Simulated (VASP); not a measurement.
# Al2GaN3 (Cm) in VASP: further runs

Runs on Al2GaN3. Level: r2SCAN. Tasks: single point.

All numbers are computed with VASP 6.6.1; they aren't measurements. Logs are shortened: lines on timing, memory, paths and dates and some standing lists are left out, and cuts for length are marked.

## 1. The cell of the first run

Symmetry: Cm, No. 8, monoclinic system. The conventional cell has a = 11.934 Å, b = 3.256 Å, c = 7.235 Å, α = 90.00°, β = 105.59°, γ = 90.00°. Within 2.5 Å of Al (site symmetry m) lie 4 N at 1.92 to 1.95 Å. Within 2.5 Å of Al (site symmetry m) lie 4 N at 1.90 to 1.94 Å. Within 2.5 Å of Al (site symmetry m) lie 4 N at 1.90 to 1.96 Å. Al (site symmetry m) has 4 N at 1.90 to 1.94 Å within 2.5 Å. Ga (site symmetry m) has 4 N at 1.96 to 2.00 Å within 2.6 Å. Ga (site symmetry m) has 4 N at 1.96 to 2.00 Å within 2.6 Å. Within 2.5 Å of N (site symmetry m) lie 3 Al at 1.90 to 1.94 Å and 1 Ga at 2.00 Å. Within 2.5 Å of N (site symmetry m) lie 3 Al at 1.90 to 1.94 Å and 1 Ga at 2.00 Å.

## 2. Single point, r2SCAN (biaxial strain in the a-b plane: +4.0 %, then relaxed in part)

Contents of POSCAR:

```
Al2GaN3
1.0
    5.9668839439     -1.6282455401      0.0115418901
    5.9668839439      1.6282455401      0.0115418901
   -1.9577017781      0.0000000000      6.9647330302
Al Ga N
4 2 6
Direct
    0.9443227057      0.9443227057      0.3900550043
    0.8890977631      0.8890977631      0.7785248815
    0.2231436414      0.2231436414      0.4461853104
    0.5546929252      0.5546929252      0.1148816558
    0.2775830921      0.2775830921      0.0587600987
    0.6097898986      0.6097898986      0.7227911830
    0.1458727374      0.1458727374      0.1799952604
    0.4794268337      0.4794268337      0.8477956197
    0.8163058824      0.8163058824      0.5099225375
    0.7658184874      0.7658184874      0.9036343026
    0.0963386686      0.0963386686      0.5663977870
    0.4329723647      0.4329723647      0.2458573490
```

Contents of INCAR.step1:

```
SYSTEM = Al2GaN3
PREC     = Accurate       ! precision mode
ENCUT    = 520            ! plane-wave cutoff, eV
ISMEAR   = 0              ! smearing method
SIGMA    = 0.02           ! smearing width, eV
LREAL    = .FALSE.        ! projectors in reciprocal space
LASPH    = .TRUE.         ! aspherical terms in the spheres
NELM     = 80             ! most SCF steps
NBANDS   = 46             ! bands
GGA      = PE             ! functional
ALGO     = Normal         ! electronic algorithm
EDIFF    = 1E-4           ! SCF threshold, eV
LWAVE    = .TRUE.         ! write WAVECAR
LCHARG   = .FALSE.        ! write CHGCAR
```

Contents of INCAR.step2:

```
SYSTEM = Al2GaN3
PREC     = Accurate       ! precision mode
ENCUT    = 520            ! plane-wave cutoff, eV
EDIFF    = 1E-6           ! SCF threshold, eV
ISMEAR   = 0              ! smearing method
SIGMA    = 0.02           ! smearing width, eV
LREAL    = .FALSE.        ! projectors in reciprocal space
LASPH    = .TRUE.         ! aspherical terms in the spheres
NELM     = 80             ! most SCF steps
ALGO     = Normal         ! electronic algorithm
ISIF     = 2              ! what is computed and relaxed
LWAVE    = .FALSE.        ! write WAVECAR
LCHARG   = .TRUE.         ! write CHGCAR
METAGGA  = R2SCAN         ! meta-GGA
LMIXTAU  = .TRUE.       
LELF     = .TRUE.         ! ELF
LVHAR    = .TRUE.       
NBANDS   = 46             ! bands
ISTART   = 1
```

Contents of KPOINTS:

```
Automatic mesh
0
G
  8 8 4
  0 0 0
```

Potentials or basis: VASP PAW PBE potentials, release 64 (Al, Ga_d, N).

Run with:

```
$ cat potpaw_PBE.64/Al/POTCAR potpaw_PBE.64/Ga_d/POTCAR potpaw_PBE.64/N/POTCAR > POTCAR
$ cp INCAR.step1 INCAR
$ mpirun -np 1 vasp_std > vasp.out
$ cp INCAR.step2 INCAR
$ mpirun -np 1 vasp_std > vasp.out
```

OUTCAR:

```text
SYSTEM = Al2GaN3
   PREC = Accurate
   ENCUT = 520
   EDIFF = 1E-6
   ISMEAR = 0
   LREAL = .FALSE.
   LASPH = .TRUE.
   NELM = 80
   ISIF = 2
   METAGGA = R2SCAN
   ISTART = 1

 ion  position               nearest neighbor table
   1  0.944  0.944  0.390-  11 1.92  12 1.92  12 1.92   9 1.95   2 3.05   4 3.12   4 3.12   6 3.13
                             6 3.13   5 3.13   5 3.13   3 3.22   3 3.22   3 3.24
   2  0.889  0.889  0.779-   9 1.90  10 1.92   8 1.94   8 1.94   1 3.05   3 3.13   3 3.13   4 3.15
                             4 3.15
   3  0.223  0.223  0.446-   7 1.90  11 1.94   9 1.96   9 1.96   5 3.04   2 3.13   2 3.13   4 3.14
                             4 3.14   1 3.22   1 3.22   1 3.24
   4  0.555  0.555  0.115-   8 1.90  12 1.94   7 1.94   7 1.94   6 3.08   1 3.12   1 3.12   3 3.14
                             3 3.14   2 3.15   2 3.15
   5  0.278  0.278  0.059-  10 1.96  10 1.96  12 1.98   7 2.00   3 3.04   1 3.13   1 3.13
   6  0.610  0.610  0.723-  11 1.96  11 1.96  10 1.97   8 2.00   4 3.08   1 3.13   1 3.13
   7  0.146  0.146  0.180-   3 1.90   4 1.94   4 1.94   5 2.00
   8  0.479  0.479  0.848-   4 1.90   2 1.94   2 1.94   6 2.00
   9  0.816  0.816  0.510-   2 1.90   1 1.95   3 1.96   3 1.96
  10  0.766  0.766  0.904-   2 1.92   5 1.96   5 1.96   6 1.97
  11  0.096  0.096  0.566-   1 1.92   3 1.94   6 1.96   6 1.96
  12  0.433  0.433  0.246-   1 1.92   1 1.92   4 1.94   5 1.98

  LATTYP: Found a base centered monoclinic cell.
 ALAT       =    11.9337902135
 B/A-ratio  =     0.2728798665
 C/A-ratio  =     0.6062320394
 COS(beta)  =    -0.2687382482

  Lattice vectors:

 A1 = (   5.9668839439,  -1.6282455401,   0.0115418901)
 A2 = (   5.9668839439,   1.6282455401,   0.0115418901)
 A3 = (  -1.9577017781,   0.0000000000,   6.9647330302)

Analysis of symmetry for initial positions (statically):
=====================================================================
 Subroutine PRICEL returns:
 Original cell was already a primitive cell.

 Routine SETGRP: Setting up the symmetry group for a
 base centered monoclinic supercell.

 Subroutine GETGRP returns: Found  2 space group operations
 (whereof  2 operations were pure point group operations)
 out of a pool of  4 trial point group operations.

The static configuration has the point symmetry C_1h.

Analysis of symmetry for dynamics (positions and initial velocities):
=====================================================================
 Subroutine PRICEL returns:
 Original cell was already a primitive cell.

 Routine SETGRP: Setting up the symmetry group for a
 base centered monoclinic supercell.

 Subroutine GETGRP returns: Found  2 space group operations
 (whereof  2 operations were pure point group operations)
 out of a pool of  4 trial point group operations.

The dynamic configuration has the point symmetry C_1h.

 Subroutine INISYM returns: Found  2 space group operations
 (whereof  2 operations are pure point group operations),
 and found     1 'primitive' translations

----------------------------------------------------------------------------------------

                                     Primitive cell

  volume of cell :     135.4060

  direct lattice vectors                    reciprocal lattice vectors
     5.966883944 -1.628245540  0.011541890     0.083750295 -0.307078993  0.023541190
     5.966883944  1.628245540  0.011541890     0.083750295  0.307078993  0.023541190
    -1.957701778  0.000000000  6.964733030    -0.000277580  0.000000000  0.143502497

  length of vectors
     6.185064329  6.185064329  7.234645978     0.319164232  0.319164232  0.143502765

  position of ions in fractional coordinates (direct lattice)
     0.944322706  0.944322706  0.390055004
     0.889097763  0.889097763  0.778524881
     0.223143641  0.223143641  0.446185310
     0.554692925  0.554692925  0.114881656
     0.277583092  0.277583092  0.058760099
     0.609789899  0.609789899  0.722791183
     0.145872737  0.145872737  0.179995260
     0.479426834  0.479426834  0.847795620
     0.816305882  0.816305882  0.509922538
     0.765818487  0.765818487  0.903634303
     0.096338669  0.096338669  0.566397787
     0.432972365  0.432972365  0.245857349

  ion indices of the primitive-cell ions
   primitive index   ion index
                 1           1
                 2           2
                 3           3
                 4           4
                 5           5
                 6           6
                 7           7
                 8           8
                 9           9
                10          10
                11          11
                12          12

----------------------------------------------------------------------------------------

 KPOINTS: Automatic mesh

Automatic generation of k-mesh.
 Grid dimensions read from file:
 generate k-points for:    8    8    4

 Generating k-lattice:

  Cartesian coordinates                     Fractional coordinates (reciprocal lattice)
     0.010468787 -0.038384874  0.002942649     0.125000000  0.000000000  0.000000000
     0.010468787  0.038384874  0.002942649     0.000000000  0.125000000  0.000000000
    -0.000069395  0.000000000  0.035875624     0.000000000  0.000000000  0.250000000

  Length of vectors
     0.039895529  0.039895529  0.035875691

  Shift w.r.t. Gamma in fractional coordinates (k-lattice)
     0.000000000  0.000000000  0.000000000

 Subroutine IBZKPT returns following result:
 ===========================================

 Found     78 irreducible k-points:

 Following reciprocal coordinates:
            Coordinates               Weight
  0.000000  0.000000  0.000000      1.000000
  0.125000  0.000000  0.000000      4.000000
  0.250000  0.000000  0.000000      4.000000
  0.375000  0.000000 -0.000000      4.000000
  0.500000  0.000000  0.000000      2.000000
  0.125000  0.125000  0.000000      2.000000
[... 16 lines left out ...]
  0.125000  0.000000  0.250000      4.000000
  0.250000  0.000000  0.250000      4.000000
 [... further k-points ...]
   k-points           NKPTS =     78   k-points in BZ     NKDIM =     78   number of bands    NBANDS=     46
   number of dos      NEDOS =    301   number of ions     NIONS =     12
   total plane-waves  NPLWV = 124416
   dimension x,y,z NGX =    48 NGY =   48 NGZ =   54
   dimension x,y,z NGXF=    96 NGYF=   96 NGZF=  108
   ions per type =               4   2   6
   NGX,Y,Z   is equivalent  to a cutoff of  12.90, 12.90, 12.41 a.u.
   NGXF,Y,Z  is equivalent  to a cutoff of  25.80, 25.80, 24.82 a.u.
 SYSTEM =  Al2GaN3
   PREC   = accura    normal or accurate (medium, high low for compatibility)
   ISTART =      1    job   : 0-new  1-cont  2-samecut
   ICHARG =      0    charge: 1-file 2-atom 10-const
   ISPIN  =      1    spin polarized calculation?
   LNONCOLLINEAR =      F non collinear calculations
   LSORBIT =      F    spin-orbit coupling
   LASPH  =      T    aspherical Exc in radial PAW
   ENCUT  =  520.0 eV  38.22 Ry    6.18 a.u.  11.50 11.50 13.45*2*pi/ulx,y,z
   NELM   =     80;   NELMIN=  2; NELMDL=  0     # of ELM steps
   EDIFF  = 0.1E-05   stopping-criterion for ELM
   LREAL  =      F    real-space projection
   EDIFFG = 0.1E-04   stopping-criterion for IOM
   NSW    =      0    number of steps for IOM
   IBRION =     -1    ionic relax: 0-MD 1-quasi-New 2-CG
   NFREE  =      0    steps in history (QN), initial steepest desc. (CG)
   ISIF   =      2    stress and relaxation
   ISYM   =      2    0-nonsym 1-usesym 2-fastsym
   POTIM  = 0.5000    time-step for ionic-motion
   TEBEG  =    0.0;   TEEND  =   0.0 temperature during run
   PSTRESS=    0.0 pullay stress
   NELECT =      68.0000    total number of electrons
   NUPDOWN=      -1.0000    fix difference up-down
   EMIN   =  10.00;   EMAX   =-10.00  energy-range for DOS
   EFERMI =   0.00;   METHOD = LEGACY
   ISMEAR =     0;   SIGMA  =   0.02  broadening in eV -4-tet -1-fermi 0-gaus
   EFERMI_NEDOS =   21; number of points for ismear=-14 and -15
   IALGO  =     38    algorithm
   IMIX   =      4    mixing-type and parameters
     AMIX     =   0.40;   BMIX     =  1.00
     AMIX_MAG =   1.60;   BMIX_MAG =  1.00
  volume/ion in A,a.u.               =      11.28        76.15
  Fermi-wavevector in a.u.,A,eV,Ry     =   1.301263  2.459031 23.038551  1.693286
  Thomas-Fermi vector in A             =   2.432408
   LORBIT       =      0    0 simple, 1 ext, 2 COOP (PROOUT), +10 PAW based schemes
   METAGGA = R2SCAN    functional components
   LHFCALC =     F    Hartree Fock is set to
   AEXX    =    0.0000 exact exchange contribution
   IVDW    =     0    specifies the selected vdW correction
   LEPSILON=     F    determine dielectric tensor
   LRPA    =     F    only Hartree local field effects (RPA)
 non-spin polarized calculation
 Gauss-broadening in eV      SIGMA  =   0.02
  energy-cutoff  :      520.00
  volume of cell :      135.41
 maximum number of plane-waves:      3669
 NGX is ok and might be reduce to    48
   NGX = 23   NGY = 23   NGZ = 27

 number of electron      68.0000006 magnetization

 Free energy of the ion-electron system (eV)
  ---------------------------------------------------
  ext. energy  EPLUGINS =         0.00000000
  ---------------------------------------------------
  free energy    TOTEN  =      -120.18473476 eV

  energy without entropy =     -120.18473476  energy(sigma->0) =     -120.18473476

 E-fermi :   5.4940     XC(G=0): -11.6103

 val. band max:        5.3501196573   @ k =   0.0000   0.0000   0.0000
 cond. band min:       8.5696376931   @ k =   0.0000   0.0000   0.0000
 fundamental gap:      3.2195180359
 Fermi energy:         5.4940169574

 k-point     1 :       0.0000    0.0000    0.0000
  band No.  band energies     occupation
      1     -10.7894      2.00000
      2      -9.8921      2.00000
      3      -9.5661      2.00000
      4      -9.3444      2.00000
      5      -9.2199      2.00000
      6      -8.8530      2.00000
[... 38 lines left out ...]
     45      15.5451      0.00000
     46      15.9543      0.00000

 k-point     2 :       0.1250    0.0000    0.0000
  band No.  band energies     occupation
      1     -10.6604      2.00000
      2      -9.8640      2.00000
      3      -9.5325      2.00000
      4      -9.2985      2.00000
      5      -9.1980      2.00000
      6      -8.7995      2.00000
[... 38 lines left out ...]
     45      15.1538      0.00000
     46      15.4261      0.00000

 k-point     3 :       0.2500    0.0000    0.0000
  band No.  band energies     occupation
      1     -10.3208      2.00000
      2      -9.7952      2.00000
      3      -9.4586      2.00000
      4      -9.1989      2.00000
      5      -9.1293      2.00000
      6      -8.6916      2.00000
[... 1018 lines left out ...]
     45      14.9690      0.00000
     46      15.2421      0.00000

 k-point    24 :       0.2500    0.0000    0.2500
  band No.  band energies     occupation
      1     -10.2246      2.00000
      2      -9.8748      2.00000
      3      -9.4819      2.00000
      4      -9.2344      2.00000
      5      -9.1635      2.00000
      6      -8.6458      2.00000
[... 38 lines left out ...]
     45      14.7455      0.00000
     46      15.0370      0.00000

 [... further k-points ...]
[... 5 lines left out ...]
  --------------------------------------------------------------------------------------
  -------------------------------------------------------------------------------------
  Total      -11.6763817    -12.4065364      0.0898080      0.0000000      0.0000000     -0.0050496
  in kB     -138.1595277   -146.7990044      1.0626434      0.0000000      0.0000000     -0.0597483
  external PRESSURE =     -94.6319629 kB  Pullay stress =       0.0000000 kB

 VOLUME and BASIS-vectors are now :
 -----------------------------------------------------------------------------
  energy-cutoff  :      520.00
  volume of cell :      135.41
      direct lattice vectors                 reciprocal lattice vectors
     5.966883944 -1.628245540  0.011541890     0.083750295 -0.307078993  0.023541190
     5.966883944  1.628245540  0.011541890     0.083750295  0.307078993  0.023541190
    -1.957701778  0.000000000  6.964733030    -0.000277580  0.000000000  0.143502497

 POSITION                                       TOTAL-FORCE (eV/Angst)
 -----------------------------------------------------------------------------------
     10.50572      0.00000      2.73843         0.002326      0.000000      0.000253
      9.08617      0.00000      5.44274        -0.001268      0.000000      0.003289
      1.78945      0.00000      3.11271        -0.001610      0.000000      0.003967
      6.39467      0.00000      0.81292        -0.001823      0.000000      0.003115
      3.19758      0.00000      0.41566        -0.011983      0.000000      0.008041
      5.86208      0.00000      5.04812        -0.004290      0.000000      0.009873
      1.38843      0.00000      1.25699        -0.059662      0.000000      0.021654
      4.06164      0.00000      5.91574        -0.057174      0.000000      0.023274
      8.74333      0.00000      3.57032         0.003237      0.000000     -0.005395
      7.37005      0.00000      6.31125         0.068645      0.000000     -0.033734
      0.04085      0.00000      3.94703         0.011781      0.000000     -0.079241
      4.68568      0.00000      1.72233         0.051820      0.000000      0.044905
 -----------------------------------------------------------------------------------
    total drift:                               -0.007126      0.000000      0.007551

  FREE ENERGIE OF THE ION-ELECTRON SYSTEM (eV)
  ---------------------------------------------------
  free  energy   TOTEN  =      -120.1847347627 eV

  energy  without entropy=     -120.1847347627  energy(sigma->0) =     -120.18473476
```

It took 1.6 h on 1 thread of Oxide Virtual Turin-like, shared host; peak memory 0.6 GiB.

What came out:

* Free energy: -120.1847 eV
* Pressure: -9.5 GPa
* Largest force: 0.080 eV/Å
* Band gap on the k mesh: 3.22 eV

Forces on the atoms (eV/Å):
```
Al   0.002  0.000  0.000
Al  -0.001  0.000  0.003
Al  -0.002  0.000  0.004
Al  -0.002  0.000  0.003
Ga  -0.012  0.000  0.008
Ga  -0.004  0.000  0.010
N   -0.060  0.000  0.022
N   -0.057  0.000  0.023
N    0.003  0.000 -0.005
N    0.069  0.000 -0.034
N    0.012  0.000 -0.079
N    0.052  0.000  0.045
```

Levels at points of the mesh, in eV from the valence-band top:
```
           k point  band 32  band 33  band 34  band 35  band 36  band 37
(0.00, 0.00, 0.00)    -0.38    -0.36     0.00     3.22     5.24     5.38
(0.50, 0.00, 0.00)    -1.54    -1.50    -1.44     4.89     5.53     5.90
(0.50, 0.50, 0.00)    -0.93    -0.82    -0.66     5.13     5.36     5.64
(0.00, 0.00, 0.50)    -0.78    -0.70    -0.50     4.71     4.80     5.15
(0.50, 0.00, 0.50)    -1.27    -1.14    -0.81     5.64     5.78     5.99
(0.50, 0.50, 0.50)    -0.71    -0.59    -0.23     5.06     5.14     5.68
```

Caveat: the cell differs from its parent crystal (biaxial strain in the a-b plane: +4.0 %, then relaxed in part); the stress differs along the axes, from -15 to 0 GPa; the PAW data sets were made with another functional, which shifts forces and pressure a little. A k mesh can miss the band edges.

(Part 1 of 2 ends here.)
